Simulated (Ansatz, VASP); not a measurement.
Sb in VASP and in Ansatz

```
CELL_PARAMETERS angstrom
3.43286 0.00000 0.00000
0.00000 3.43286 0.00000
0.00000 0.00000 2.67763
ATOMIC_POSITIONS crystal
Sb 0.00000 0.00000 0.00000
```

Alike in both runs: task single point; functional PBEsol; k mesh 16 × 16 × 16; occupations gaussian, width 0.15 eV; no spin polarisation.

```csv
,VASP,Ansatz
version,VASP 6.6.1,Ansatz 0.2.0
potentials or method,"VASP PAW PBE potentials, release 64 (Sb), cutoff 520 eV","scalar-relativistic, plane waves, PAW"
valence electrons in the cell,5,15
```

```tsv
	VASP	Ansatz	Ansatz less VASP
gap on the k mesh at the Fermi level (eV)	none	none	-
pressure (GPa)	2.9	2.7	-0.21
traceless stress, the component that is largest in VASP (GPa)	23.23	22.87	-0.364
```

VASP's potentials were made for PBE, not for PBEsol. A gap of «none» marks a metal or a gap that the smearing closes. VASP's potentials hold 5 valence electrons a cell and Ansatz's 15, so a difference there can come from the potentials and not from the codes.

Spin-orbit coupling is off throughout.
